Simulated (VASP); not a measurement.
## LaB6: relaxation of cell and atoms with PBE

The system is LaB6.

```
La B
1.0
     4.15700    0.00000    0.00000
     0.00000    4.15700    0.00000
     0.00000    0.00000    4.15700
La B
1 6
Direct
  0.00000 0.00000 0.00000
  0.19750 0.50000 0.50000
  0.50000 0.19750 0.50000
  0.80250 0.50000 0.50000
  0.50000 0.80250 0.50000
  0.50000 0.50000 0.19750
  0.50000 0.50000 0.80250
```

```yaml
Program: VASP 6.6.1
Task: relaxation of cell and atoms
Functional: PBE
Potentials_or_basis: VASP PAW PBE potentials, release 64 (La, B)
Cutoff: 600 eV
k_mesh: 8 × 8 × 8
Occupations: fermi-dirac, width 0.1 eV
Spin: no spin polarisation
Dipole_correction: no
Further_INCAR_settings: ALGO = Normal; EDIFF = 1e-06; IBRION = 2; EDIFFG = -0.01; NSW = 80; ISIF = 3
```

| Property | Result |
| --- | --- |
| Relaxed volume | 10.24 Å³/atom |
| Relaxed cell | a = 4.154 Å, b = 4.154 Å, c = 4.154 Å, α = 90.00°, β = 90.00°, γ = 90.00° |
| Space group after relaxing (to 0.1 Å) | Pm-3m (No. 221) |
| Energy gained by relaxing | 2.4 meV/atom |
| Ionic steps | 3 |
| Pressure after relaxing | 0.0 GPa |
| Band gap on the k mesh | zero (an odd number of electrons rules out a gap without spin polarisation) |

The path:
| step | energy change (eV) | largest force (eV/Å) | pressure (GPa) | volume (Å³) |
| --- | --- | --- | --- | --- |
| 1 | 0.0000 | 0.5946 | -0.74 | 71.84 |
| 2 | 0.0565 | 1.2343 | 2.14 | 71.35 |
| 3 | -0.0170 | 0.0013 | 0.03 | 71.68 |

Final structure:
```
La B
1.0
     4.15391    0.00000    0.00000
     0.00000    4.15391    0.00000
     0.00000    0.00000    4.15391
La B
1 6
Direct
  0.00000 0.00000 0.00000
  0.19974 0.50000 0.50000
  0.50000 0.19974 0.50000
  0.80026 0.50000 0.50000
  0.50000 0.80026 0.50000
  0.50000 0.50000 0.19974
  0.50000 0.50000 0.80026
```

Levels at points of the mesh, in eV from the Fermi level:
```
           k point  band 11  band 12  band 13  band 14  band 15  band 16  band 17  band 18
(0.00, 0.00, 0.00)    -6.92    -1.82    -1.82    -1.82     0.26     0.26     0.26     1.55
(0.50, 0.00, 0.00)    -3.41    -3.41    -3.14    -2.42    -1.43     1.50     1.62     1.62
(0.50, 0.50, 0.00)    -4.40    -4.40    -2.84    -2.84     1.06     1.06     1.99     2.01
(0.50, 0.50, 0.50)    -4.67    -2.35    -2.35    -2.35     1.51     1.79     1.79     1.79
```

Wall time 2.9 min on 1 thread of Oxide Virtual Turin-like Processor (shared host), peak memory 0.22 GiB.

Caveat: spin-orbit coupling is left out, which moves the levels of the heavy elements; an odd number of electrons without spin polarisation forces a metal; a magnetic or distorted state may lie lower.
